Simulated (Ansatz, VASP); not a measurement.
One calculation of SnO2, two programs

The input POSCAR:

```
SnO2
1.0
    4.7880040000      0.0000000000      0.0000000000
    0.0000000000      4.8665820000      0.0000000000
    0.0000000000      0.0000000000      3.2408980000
Sn O
2 4
Direct
    0.0000000000      0.0000000000      0.0000000000
    0.5000000000      0.5000000000      0.5000000000
    0.7081450000      0.6789580000      0.0000000000
    0.2081450000      0.8210420000      0.5000000000
    0.7918550000      0.1789580000      0.5000000000
    0.2918550000      0.3210420000      0.0000000000
```

The input INCAR.step1:

```
PREC = Accurate ; ENCUT = 520
ISMEAR = 0 ; SIGMA = 0.02
LREAL = F ; LASPH = T
NELM = 60 ; NBANDS = 35
GGA = PE ; ALGO = Normal
EDIFF = 1E-4 ; LWAVE = T
LCHARG = F
```

INCAR.step2

```
PREC = Accurate ; ENCUT = 520
EDIFF = 1E-6 ; ISMEAR = 0
SIGMA = 0.02 ; LREAL = F
LASPH = T ; NELM = 60
ALGO = Normal ; ISIF = 2
LWAVE = F ; LCHARG = F
METAGGA = R2SCAN ; LMIXTAU = T
NBANDS = 35 ; ISTART = 1
```

Contents of KPOINTS:

```
Automatic mesh
0
Gamma
  8 6 10
```

Input for Ansatz:

```yaml
crystal:
  lattice:
    - [4.788004, 0.0, 0.0]
    - [0.0, 4.866582, 0.0]
    - [0.0, 0.0, 3.240898]
  atoms:
    - { symbol: Sn, position: [0.0, 0.0, 0.0] }
    - { symbol: Sn, position: [0.5, 0.5, 0.5] }
    - { symbol: O, position: [0.708145, 0.678958, 0.0] }
    - { symbol: O, position: [0.208145, 0.821042, 0.5] }
    - { symbol: O, position: [0.791855, 0.178958, 0.5] }
    - { symbol: O, position: [0.291855, 0.321042, 0.0] }
hamiltonian:
  xc: r2scan
  pseudopotentials: { kind: paw }
kpoints:
  mp_grid: { grid: [8, 6, 10] }
scf:
  occupations: { method: gaussian, width: 0.02 }
  convergence: { dr2_threshold: 1.0e-09 }
basis:
  ecutwfc: 600
output:
  eigenvalues: true
  forces: true
  stress: true
```

Alike in both runs: task single point; functional r2SCAN; k mesh 8 × 6 × 10; occupations gaussian, width 0.02 eV; no spin polarisation.

|  | VASP | Ansatz |
| --- | --- | --- |
| version | VASP 6.6.1 | Ansatz 0.2.0 |
| potentials or method | VASP PAW PBE potentials, release 64 (Sn_d, O), cutoff 520 eV | scalar-relativistic, plane waves, PAW |
| valence electrons in the cell | 52 | 52 |

|  | VASP | Ansatz | Ansatz less VASP |
| --- | --- | --- | --- |
| gap on the k mesh at the Fermi level (eV) | 1.42 | 1.40 | -0.019 |
| pressure (GPa) | -7.3 | -8.2 | -0.93 |
| traceless stress, the component that is largest in VASP (GPa) | -0.96 | -1.29 | -0.324 |
| rms of the force components (eV/Å) | 0.056 | 0.063 | +0.0074 |

VASP's potentials were made for PBE, not for r2SCAN. Atom by atom the forces differ by 0.014 eV/Å (rms over components). Ansatz's warnings: stress scf threshold loose.
